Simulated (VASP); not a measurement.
Wanted: the native input for a VASP 6.6.1 run.

```
Task                   : single point
Functional             : PBE
Potentials or basis    : VASP PAW PBE potentials, release 64 (As)
Cutoff                 : 520 eV
k mesh                 : 13 × 13 × 13
Occupations            : fermi-dirac, width 0.08 eV
Spin                   : no spin polarisation
Dipole correction      : no
Further INCAR settings : ALGO = Normal; EDIFF = 1e-06; NBANDS = 12
```

The structure of As lies in POSCAR:

```
As
1.0
    0.0000000000      3.0536822402      3.0536822402
    3.0536822402      0.0000000000      3.0536822402
    3.0536822402      3.0536822402      0.0000000000
As
2
Direct
   -0.1250000000     -0.1250000000     -0.1250000000
    0.1250000000      0.1250000000      0.1250000000
```

These files were run (other wordings do the same):

INCAR

```
SYSTEM = As
PREC = Accurate
ENCUT = 520
EDIFF = 1E-6
ISMEAR = -1
SIGMA = 0.08
LREAL = .False.
LASPH = .True.
NELM = 60
ALGO = Normal
ISIF = 2
LWAVE = .False.
LCHARG = .False.
GGA = PE
NBANDS = 12
```

KPOINTS

```
regular mesh
0
Gamma
  13 13 13
  0 0 0
```

Potentials or basis: VASP PAW PBE potentials, release 64 (As).

The run is started by

```bash
$ cat potpaw_PBE.64/As/POTCAR > POTCAR
$ mpirun -np 1 vasp_std > vasp.out
```

Results of the run:

```
Pressure               : 0.1 GPa
Band gap on the k mesh : zero (band 5 reaches 3.67 eV, above the bottom of band 6 at 2.41 eV)
```

Wall time 24 s on 1 thread of AMD EPYC 7R13 Processor (Zen 3), with other jobs on the host, peak memory 0.17 GiB.
